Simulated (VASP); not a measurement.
# ZrB2: single point with PBEsol

The system is ZrB2.

```xyz
3
Lattice="3.1675 0.0000 0.0000 -1.5838 2.7432 0.0000 0.0000 0.0000 3.5524" Properties=species:S:1:pos:R:3 pbc="T T T"
Zr    0.0000    0.0000    0.0000
B     0.0000    1.8288    1.7762
B     1.5838    0.9144    1.7762
```

* Program: VASP 6.6.1
* Task: single point
* Functional: PBEsol
* Potentials or basis: VASP PAW PBE potentials, release 64 (Zr_sv, B)
* Cutoff: 520 eV
* k mesh: 6 × 6 × 6
* Occupations: gaussian, width 0.1 eV
* Spin: no spin polarisation
* Dipole correction: no
* Further INCAR settings: ALGO = Normal; EDIFF = 1e-07; NBANDS = 16

* Pressure: -4.4 GPa
* Band gap on the k mesh: zero (bands 9 and 10 overlap by 1.13 eV)

Stress tensor (GPa, compression positive):
```
-2.96  0.00  0.00
 0.00 -2.96  0.00
 0.00  0.00 -7.20
```

Levels at points of the mesh, in eV from the Fermi level:
```tsv
k point	band 7	band 8	band 9	band 10	band 11	band 12
(0.00, 0.00, 0.00)	-2.18	-2.18	-1.99	3.77	3.77	4.53
(0.50, 0.00, 0.00)	-3.54	-2.64	-2.30	2.61	2.66	5.37
(0.00, 0.00, 0.50)	-0.52	-0.52	0.75	0.75	1.17	1.17
(0.50, 0.00, 0.50)	-4.18	-3.73	-1.59	4.02	4.48	5.73
```

Wall time 9 s on 1 thread of Intel(R) Xeon(R) Platinum 8559C (Emerald Rapids), on a shared host, peak memory 0.14 GiB.

Caveat: the k points lie up to 0.38 Å⁻¹ apart, too coarse for converged energies and pressures of a metal; the PAW data sets were made with another functional, which shifts forces and pressure a little.
